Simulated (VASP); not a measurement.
# Si (P6_3/mmc) in VASP: further runs

The runs below take Si through relaxation of cell and atoms, with PBEsol.

Program: VASP 6.6.1. These are calculated values, not measurements. Logs are shortened: lines on timing, memory, paths and dates and some standing lists are left out, and cuts for length are marked.

## 1. The cell of the first run

Symmetry: P6_3/mmc, No. 194, hexagonal system. Conventional cell: a = 3.831 Å, b = 3.831 Å, c = 6.333 Å, α = 90.00°, β = 90.00°, γ = 120.00°. Within 3.1 Å of Si (site symmetry 3m) lie 4 Si at 2.35 to 2.37 Å.

## 2. Relaxation of cell and atoms, PBEsol, target pressure 5 GPa, at which the enthalpy is minimised

INCAR

```
ALGO = Normal
EDIFF = 1E-6
EDIFFG = -0.02
ENCUT = 600
GGA = PS
IBRION = 2
ISIF = 3
ISMEAR = -1
LASPH = True
LCHARG = False
LREAL = False
LWAVE = False
NELM = 100
NSW = 80
PREC = Accurate
PSTRESS = 50.0
SIGMA = 0.05
```

KPOINTS

```
k-points
0
Gamma
  8 8 4
```

POSCAR

```
Si
1.0
    3.8313174605      0.0000000000      0.0000000000
   -1.9156587303      3.3180182508      0.0000000000
    0.0000000000      0.0000000000      6.3326220002
Si
4
Direct
    0.6666666667      0.3333333333      0.9369905000
    0.3333333333      0.6666666667      0.4369905000
    0.6666666667      0.3333333333      0.5630095000
    0.3333333333      0.6666666667      0.0630095000
```

Potentials or basis: VASP PAW PBE potentials, release 64 (Si).

The run is started by

```
cat potpaw_PBE.64/Si/POTCAR > POTCAR
mpirun -np 1 vasp_std > vasp.out
```

OUTCAR:

```text
EDIFF = 1E-6
   EDIFFG = -0.02
   ENCUT = 600
   GGA = PS
   IBRION = 2
   ISIF = 3
   ISMEAR = -1
   LASPH = True
   LREAL = False
   NELM = 100
   NSW = 80
   PREC = Accurate
   PSTRESS = 50.0

 ion  position               nearest neighbor table
   1  0.667  0.333  0.937-   4 2.35   4 2.35   4 2.35   3 2.37
   2  0.333  0.667  0.437-   3 2.35   3 2.35   3 2.35   4 2.37
   3  0.667  0.333  0.563-   2 2.35   2 2.35   2 2.35   1 2.37
   4  0.333  0.667  0.063-   1 2.35   1 2.35   1 2.35   2 2.37

  LATTYP: Found a hexagonal cell.
 ALAT       =     3.8313174605
 C/A-ratio  =     1.6528575524

  Lattice vectors:

 A1 = (   3.8313174605,   0.0000000000,   0.0000000000)
 A2 = (  -1.9156587303,   3.3180182508,   0.0000000000)
 A3 = (   0.0000000000,   0.0000000000,   6.3326220002)

Analysis of symmetry for initial positions (statically):
=====================================================================
 Subroutine PRICEL returns:
 Original cell was already a primitive cell.

 Routine SETGRP: Setting up the symmetry group for a
 hexagonal supercell.

 Subroutine GETGRP returns: Found 24 space group operations
 (whereof 12 operations were pure point group operations)
 out of a pool of 24 trial point group operations.

The static configuration has the point symmetry D_3d.
 The point group associated with its full space group is D_6h.

Analysis of symmetry for dynamics (positions and initial velocities):
=====================================================================
 Subroutine PRICEL returns:
 Original cell was already a primitive cell.

 Routine SETGRP: Setting up the symmetry group for a
 hexagonal supercell.

 Subroutine GETGRP returns: Found 24 space group operations
 (whereof 12 operations were pure point group operations)
 out of a pool of 24 trial point group operations.

The dynamic configuration has the point symmetry D_3d.
 The point group associated with its full space group is D_6h.

 Subroutine INISYM returns: Found 24 space group operations
 (whereof 12 operations are pure point group operations),
 and found     1 'primitive' translations

----------------------------------------------------------------------------------------

                                     Primitive cell

  volume of cell :      80.5027

  direct lattice vectors                    reciprocal lattice vectors
     3.831317461  0.000000000  0.000000000     0.261006823  0.150692360  0.000000000
    -1.915658730  3.318018251  0.000000000     0.000000000  0.301384720  0.000000000
     0.000000000  0.000000000  6.332622000     0.000000000  0.000000000  0.157912473

  length of vectors
     3.831317461  3.831317461  6.332622000     0.301384720  0.301384720  0.157912473

  position of ions in fractional coordinates (direct lattice)
     0.666666667  0.333333333  0.936990500
     0.333333333  0.666666667  0.436990500
     0.666666667  0.333333333  0.563009500
     0.333333333  0.666666667  0.063009500

  ion indices of the primitive-cell ions
   primitive index   ion index
                 1           1
                 2           2
                 3           3
                 4           4

----------------------------------------------------------------------------------------

 KPOINTS: k-points

Automatic generation of k-mesh.
 Grid dimensions read from file:
 generate k-points for:    8    8    4

 Generating k-lattice:

  Cartesian coordinates                     Fractional coordinates (reciprocal lattice)
     0.032625853  0.018836545  0.000000000     0.125000000  0.000000000  0.000000000
     0.000000000  0.037673090  0.000000000     0.000000000  0.125000000  0.000000000
     0.000000000  0.000000000  0.039478118     0.000000000  0.000000000  0.250000000

  Length of vectors
     0.037673090  0.037673090  0.039478118

  Shift w.r.t. Gamma in fractional coordinates (k-lattice)
     0.000000000  0.000000000  0.000000000

 Subroutine IBZKPT returns following result:
 ===========================================

 Found     30 irreducible k-points:

 Following reciprocal coordinates:
[... 41 lines left out ...]
  Thomas-Fermi vector in A             =   2.084217
   LORBIT       =      0    0 simple, 1 ext, 2 COOP (PROOUT), +10 PAW based schemes
   GGA     = PS    functional components
   LHFCALC =     F    Hartree Fock is set to
   AEXX    =    0.0000 exact exchange contribution
   IVDW    =     0    specifies the selected vdW correction
   LEPSILON=     F    determine dielectric tensor
   LRPA    =     F    only Hartree local field effects (RPA)
 conjugate gradient relaxation of ions
 non-spin polarized calculation
  energy-cutoff  :      600.00
  volume of cell :       80.50
 maximum number of plane-waves:      2738
 NGX is ok and might be reduce to    32
   NGX = 15   NGY = 15   NGZ = 25

--------------------------------------- Ionic step        1  -------------------------------------------

 number of electron      16.0000000 magnetization

 Free energy of the ion-electron system (eV)
  ---------------------------------------------------
  ext. energy  EPLUGINS =         0.00000000
  ---------------------------------------------------
  free energy    TOTEN  =       -22.94492088 eV

  energy without entropy =      -22.94450204  energy(sigma->0) =      -22.94471146

------------------------ aborting loop because EDIFF is reached ----------------------------------------

  FORCE on cell =-STRESS in cart. coord.  units (eV):
  Direction    XX          YY          ZZ          XY          YZ          ZX
  --------------------------------------------------------------------------------------
  -------------------------------------------------------------------------------------
  Total       -0.1612993     -0.1612993     -0.1651526      0.0000000      0.0000000      0.0000000
  in kB       -3.2102042     -3.2102042     -3.2868931      0.0000000      0.0000000      0.0000000
  external PRESSURE =     -53.2357672 kB  Pullay stress =      50.0000000 kB
[... 65 lines left out ...]
  enthalpy is  TOTEN    =       -20.4417345355 eV   P V=        2.2769051972

--------------------------------------- Ionic step        3  -------------------------------------------

 number of electron      16.0000000 magnetization

 Free energy of the ion-electron system (eV)
  ---------------------------------------------------
  ext. energy  EPLUGINS =         0.00000000
  ---------------------------------------------------
  free energy    TOTEN  =       -22.88957226 eV

  energy without entropy =      -22.88871293  energy(sigma->0) =      -22.88914260

 E-fermi :   6.6268     XC(G=0):  -9.7265

 val. band max:        6.5503556672   @ k =   0.0000   0.0000   0.0000
 cond. band min:       6.7308790712   @ k =   0.5000   0.0000   0.0000
 fundamental gap:      0.1805234040
 Fermi energy:         6.6268175533

 k-point     1 :       0.0000    0.0000    0.0000
  band No.  band energies     occupation
      1      -6.0641      2.00000
      2      -3.6321      2.00000
      3      -0.9943      2.00000
      4       4.9400      2.00000
      5       4.9400      2.00000
      6       6.1645      1.99981
      7       6.5504      1.64379
      8       6.5504      1.64379
      9       7.6349      0.00000
     10       8.4588      0.00000
     11       8.4588      0.00000
     12       8.8939      0.00000
[... 331 lines left out ...]
 k-point    24 :       0.3750    0.0000    0.5000
  band No.  band energies     occupation
      1      -3.6514      2.00000
      2      -3.6514      2.00000
      3      -0.0420      2.00000
      4      -0.0420      2.00000
      5       3.7155      2.00000
      6       3.7155      2.00000
      7       4.1388      2.00000
      8       4.1388      2.00000
      9       7.4494      0.00000
     10       7.4494      0.00000
     11       8.7010      0.00000
     12       8.7010      0.00000

 [... further k-points ...]

------------------------ aborting loop because EDIFF is reached ----------------------------------------

  FORCE on cell =-STRESS in cart. coord.  units (eV):
  Direction    XX          YY          ZZ          XY          YZ          ZX
  --------------------------------------------------------------------------------------
  -------------------------------------------------------------------------------------
  Total        2.3652767      2.3652767      2.3761671     -0.0000000      0.0000000      0.0000000
  in kB       49.5527866     49.5527866     49.7809410     -0.0000000      0.0000000      0.0000000
  external PRESSURE =      -0.3711619 kB  Pullay stress =      50.0000000 kB
[... 19 lines left out ...]
  FREE ENERGIE OF THE ION-ELECTRON SYSTEM (eV)
  ---------------------------------------------------
  free  energy   TOTEN  =       -22.8895722640 eV

  energy  without entropy=      -22.8887129327  energy(sigma->0) =      -22.88914260

  enthalpy is  TOTEN    =       -20.5029489348 eV   P V=        2.3866233292

 reached required accuracy - stopping structural energy minimisation
```

Wall time 45 s (1 thread of AMD EPYC 9R14 (Zen 4), shared host); peak memory 0.19 GiB.

What came out:

| Item | Value |
| --- | --- |
| Free energy | -22.8896 eV |
| Relaxed volume | 19.12 Å³/atom |
| Relaxed cell | a = 3.766 Å, b = 3.766 Å, c = 6.225 Å, α = 90.00°, β = 90.00°, γ = 120.00° |
| Space group after relaxing (to 0.05 Å) | P6_3/mmc (No. 194) |
| Energy change on relaxing (the enthalpy is what falls) | +13.8 meV/atom |
| Ionic steps | 3 |
| Pressure after relaxing | 5.0 GPa |
| Largest force after relaxing | 0.020 eV/Å |
| Band gap on the k mesh | 0.18 eV, indirect (least direct gap 1.08 eV) |

Forces on the atoms (eV/Å):
```
Si   0.000  0.000 -0.020
Si   0.000  0.000 -0.020
Si   0.000  0.000  0.020
Si   0.000  0.000  0.020
```

Step by step:
```csv
step,energy change (eV),largest force (eV/Å),pressure (GPa),volume (Å³)
1,0.0000,0.0085,-0.32,80.50
2,0.2263,0.0512,10.84,72.96
3,0.0553,0.0196,4.96,76.48
```

Final structure:
```
CELL_PARAMETERS angstrom
3.76637 0.00000 0.00000
-1.88319 3.26177 0.00000
0.00000 0.00000 6.22512
ATOMIC_POSITIONS crystal
Si 0.66667 0.33333 0.93702
Si 0.33333 0.66667 0.43702
Si 0.66667 0.33333 0.56298
Si 0.33333 0.66667 0.06298
```

Levels at points of the mesh, in eV from the valence-band top:
```csv
k point,band 6,band 7,band 8,band 9,band 10,band 11
"(0.00, 0.00, 0.00)",-0.39,0.00,0.00,1.08,1.91,1.91
"(0.50, 0.00, 0.00)",-3.24,-3.24,-1.52,0.18,2.33,2.83
"(0.00, 0.00, 0.50)",-0.99,-0.99,-0.99,1.87,1.87,2.91
"(0.50, 0.00, 0.50)",-2.58,-2.57,-2.57,0.80,0.80,1.46
```

Caveat: the cell is relaxed towards a set pressure, so the enthalpy falls and the energy may rise; the PAW data sets were made with another functional, which shifts forces and pressure a little. A k mesh can miss the band edges.

## 3. Relaxation of cell and atoms, PBEsol, target pressure 10 GPa, at which the enthalpy is minimised

INCAR

```
  ALGO = Normal
  EDIFF = 1E-6
  EDIFFG = -0.02
  ENCUT = 600
  GGA = PS
  IBRION = 2
  ISIF = 3
  ISMEAR = -1
  LASPH = T
  LCHARG = F
  LREAL = F
  LWAVE = F
  NELM = 60
  NSW = 80
  PREC = Accurate
  PSTRESS = 100.0
  SIGMA = 0.05
```

KPOINTS is that of step 2.

POSCAR is that of step 2.

Potentials or basis: VASP PAW PBE potentials, release 64 (Si).

The run is started by

```
cat potpaw_PBE.64/Si/POTCAR > POTCAR
mpirun -np 1 vasp_std > vasp.out
```

It took 76 s on 1 thread of AMD EPYC 9R14 (Zen 4), shared host; peak memory 0.2 GiB.

The run converged. Its results:

* Free energy: -22.7500 eV
* Relaxed volume: 18.36 Å³/atom
* Relaxed cell: a = 3.716 Å, b = 3.716 Å, c = 6.142 Å, α = 90.00°, β = 90.00°, γ = 120.00°
* Space group after relaxing (to 0.05 Å): P6_3/mmc (No. 194)
* Energy change on relaxing (the enthalpy is what falls): +48.7 meV/atom
* Ionic steps: 7
* Pressure after relaxing: 9.9 GPa
* Largest force after relaxing: 0.010 eV/Å
* Band gap on the k mesh: 0.08 eV, indirect (least direct gap 1.19 eV)

Forces on the atoms (eV/Å):
```
Si   0.000  0.000 -0.010
Si   0.000  0.000 -0.010
Si   0.000  0.000  0.010
Si   0.000  0.000  0.010
```

Stress tensor (GPa, compression positive):
```
 9.87  0.00  0.00
 0.00  9.87  0.00
 0.00  0.00 10.10
```

Step by step:
```csv
step,energy change (eV),largest force (eV/Å),pressure (GPa),volume (Å³)
1,0.0000,0.0085,-0.32,80.50
2,0.9739,0.1139,26.36,66.32
3,0.1881,0.0398,9.75,73.55
4,0.1964,0.0409,10.00,73.42
5,0.2051,0.0421,10.25,73.28
6,0.1882,0.0122,9.75,73.55
7,0.1949,0.0098,9.95,73.44
```

Final structure:
```
CELL_PARAMETERS angstrom
3.71567 0.00000 0.00000
-1.85784 3.21787 0.00000
0.00000 0.00000 6.14238
ATOMIC_POSITIONS crystal
Si 0.66667 0.33333 0.93684
Si 0.33333 0.66667 0.43684
Si 0.66667 0.33333 0.56316
Si 0.33333 0.66667 0.06316
```

Levels at points of the mesh, in eV from the valence-band top:
```tsv
k point	band 6	band 7	band 8	band 9	band 10	band 11
(0.00, 0.00, 0.00)	-0.43	0.00	0.00	1.18	1.87	1.87
(0.50, 0.00, 0.00)	-3.43	-3.38	-1.58	0.08	2.36	2.76
(0.00, 0.00, 0.50)	-1.03	-1.03	-1.03	1.97	1.97	2.89
(0.50, 0.00, 0.50)	-2.69	-2.68	-2.68	0.78	0.78	1.37
```

Caveat: the cell is relaxed towards a set pressure, so the enthalpy falls and the energy may rise; the PAW data sets were made with another functional, which shifts forces and pressure a little. A k mesh can miss the band edges.

## 4. Relaxation of cell and atoms, PBEsol, target pressure 20 GPa, at which the enthalpy is minimised

INCAR

```
  ALGO = Normal
  EDIFF = 1E-7
  EDIFFG = -0.02
  ENCUT = 600
  GGA = PS
  IBRION = 2
  ISIF = 3
  ISMEAR = -1
  LASPH = True
  LCHARG = False
  LREAL = False
  LWAVE = False
  NELM = 80
  NSW = 80
  PREC = Accurate
  PSTRESS = 200.0
  SIGMA = 0.05
```

KPOINTS is that of step 3.

POSCAR is that of step 3.

The run is started by

```
cat potpaw_PBE.64/Si/POTCAR > POTCAR
mpirun -np 1 vasp_std > vasp.out
```

Wall time 1.8 min (1 thread of AMD EPYC 9R14 (Zen 4), shared host); peak memory 0.2 GiB.

Results (log left out):

```
Free energy                                            : -22.3176 eV
Relaxed volume                                         : 17.18 Å³/atom
Relaxed cell                                           : a = 3.630 Å, b = 3.630 Å, c = 6.021 Å, α = 90.00°, β = 90.00°, γ = 120.00°
Space group after relaxing (to 0.05 Å)                 : P6_3/mmc (No. 194)
Energy change on relaxing (the enthalpy is what falls) : +156.8 meV/atom
Ionic steps                                            : 8
Pressure after relaxing                                : 19.9 GPa
Largest force after relaxing                           : 0.006 eV/Å
Band gap on the k mesh                                 : zero (band 8 reaches 7.82 eV, above the bottom of band 9 at 7.72 eV)
```

Forces in eV/Å, atoms in the order of the input:
```
Si   0.000  0.000 -0.006
Si   0.000  0.000 -0.006
Si   0.000  0.000  0.006
Si   0.000  0.000  0.006
```

Stress tensor (GPa, compression positive):
```
19.89  0.00  0.00
 0.00 19.89  0.00
 0.00  0.00 20.01
```

Step by step:
| step | energy change (eV) | largest force (eV/Å) | pressure (GPa) | volume (Å³) |
| --- | --- | --- | --- | --- |
| 1 | 0.0000 | 0.0086 | -0.32 | 80.50 |
| 2 | 4.6763 | 0.4073 | 79.17 | 54.27 |
| 3 | 0.5424 | 0.0746 | 18.23 | 69.44 |
| 4 | 0.6139 | 0.0807 | 19.68 | 68.83 |
| 5 | 0.6414 | 0.0829 | 20.22 | 68.61 |
| 6 | 0.6153 | 0.0343 | 19.69 | 68.82 |
| 7 | 0.6240 | 0.0058 | 19.87 | 68.75 |
| 8 | 0.6273 | 0.0063 | 19.93 | 68.72 |

Final structure:
```
Si
1.0
     3.63043    0.00000    0.00000
    -1.81522    3.14405    0.00000
     0.00000    0.00000    6.02051
Si
4
Direct
  0.66667 0.33333 0.93634
  0.33333 0.66667 0.43634
  0.66667 0.33333 0.56366
  0.33333 0.66667 0.06366
```

Levels at points of the mesh, in eV from the Fermi level:
```tsv
k point	band 4	band 5	band 6	band 7	band 8	band 9	band 10	band 11	band 12
(0.00, 0.00, 0.00)	-1.69	-1.69	-0.45	0.10	0.10	1.47	1.89	1.89	2.41
(0.50, 0.00, 0.00)	-6.44	-5.46	-3.65	-3.50	-1.59	-0.01	2.47	2.71	2.91
(0.00, 0.00, 0.50)	-4.68	-1.01	-1.01	-1.01	-1.01	2.23	2.23	2.94	2.94
(0.50, 0.00, 0.50)	-8.00	-2.79	-2.79	-2.77	-2.77	0.81	0.81	1.28	1.28
```

Caveat: the cell is relaxed towards a set pressure, so the enthalpy falls and the energy may rise; the PAW data sets were made with another functional, which shifts forces and pressure a little.

## 5. Relaxation of cell and atoms, PBEsol, target pressure 30 GPa, at which the enthalpy is minimised

INCAR

```
SYSTEM = Si
PREC = Accurate
ENCUT = 600
EDIFF = 1E-6
ISMEAR = -1
SIGMA = 0.05
LREAL = .False.
LASPH = .True.
NELM = 100
ALGO = Normal
ISIF = 3
LWAVE = .False.
LCHARG = .False.
GGA = PS
IBRION = 2
NSW = 80
EDIFFG = -0.02
PSTRESS = 300.0
```

KPOINTS

```
Automatic mesh
0
Gamma
  8 8 4
  0 0 0
```

POSCAR is that of step 4.

The run is started by

```
cat potpaw_PBE.64/Si/POTCAR > POTCAR
mpirun -np 1 vasp_std > vasp.out
```

Run time: 1.8 min. Hardware: 1 thread of AMD EPYC 9R14 (Zen 4), shared host; peak memory 0.2 GiB.

Results (log left out):

| Property | Result |
| --- | --- |
| Free energy | -21.7585 eV |
| Relaxed volume | 16.27 Å³/atom |
| Relaxed cell | a = 3.561 Å, b = 3.561 Å, c = 5.927 Å, α = 90.00°, β = 90.00°, γ = 120.00° |
| Space group after relaxing (to 0.05 Å) | P6_3/mmc (No. 194) |
| Energy change on relaxing (the enthalpy is what falls) | +296.6 meV/atom |
| Ionic steps | 9 |
| Pressure after relaxing | 30.0 GPa |
| Band gap on the k mesh | zero (band 8 reaches 8.53 eV, above the bottom of band 9 at 8.25 eV) |

Forces in eV/Å, atoms in the order of the input:
```
Si   0.000  0.000  0.003
Si   0.000  0.000  0.003
Si   0.000  0.000 -0.003
Si   0.000  0.000 -0.003
```

Stress tensor (GPa, compression positive):
```
29.90  0.00  0.00
 0.00 29.90  0.00
 0.00  0.00 30.09
```

The path:
```csv
step,energy change (eV),largest force (eV/Å),pressure (GPa),volume (Å³)
1,0.0000,0.0085,-0.32,80.50
2,12.7987,0.6997,182.03,43.78
3,0.8724,0.0963,24.56,66.96
4,1.0984,0.1106,28.52,65.59
5,1.1870,0.1162,30.01,65.11
6,1.1882,0.0525,30.01,65.09
7,1.1877,0.0191,30.01,65.10
8,1.1867,0.0092,29.98,65.10
9,1.1864,0.0030,29.96,65.10
```

Final structure:
```
CELL_PARAMETERS angstrom
3.56137 0.00000 0.00000
-1.78068 3.08423 0.00000
0.00000 0.00000 5.92658
ATOMIC_POSITIONS crystal
Si 0.66667 0.33333 0.93578
Si 0.33333 0.66667 0.43578
Si 0.66667 0.33333 0.56422
Si 0.33333 0.66667 0.06422
```

Levels at points of the mesh, in eV from the Fermi level:
```tsv
k point	band 6	band 7	band 8	band 9	band 10	band 11
(0.00, 0.00, 0.00)	-0.41	0.25	0.25	1.77	1.97	1.97
(0.50, 0.00, 0.00)	-3.80	-3.55	-1.53	-0.03	2.60	2.71
(0.00, 0.00, 0.50)	-0.92	-0.92	-0.92	2.50	2.50	3.03
(0.50, 0.00, 0.50)	-2.82	-2.78	-2.78	0.87	0.87	1.25
```

Caveat: the cell is relaxed towards a set pressure, so the enthalpy falls and the energy may rise; the volume moved by over 15 % at a fixed basis, so the end points are rough; the PAW data sets were made with another functional, which shifts forces and pressure a little.

## 6. Summary

```csv
cell,gap on the mesh (eV),pressure (GPa),largest force (eV/Å)
relaxed to 5 GPa,0.18,5.0,0.02
relaxed to 10 GPa,0.08,9.9,0.01
relaxed to 20 GPa,none,19.9,0.01
relaxed to 30 GPa,none,30.0,-
```

Alike in all rows: task relaxation of cell and atoms; level PBEsol; potentials or basis VASP PAW PBE potentials, release 64 (Si); no spin polarisation; k mesh 8 × 8 × 4; cutoff (eV) 600; smearing fermi-dirac 0.05 eV.

Caveats: the cell is relaxed towards a set pressure, so the enthalpy falls and the energy may rise; the PAW data sets were made with another functional, which shifts forces and pressure a little; the volume moved by over 15 % at a fixed basis, so the end points are rough (some runs).

Absolute energies hang on the potentials; compare differences alone.
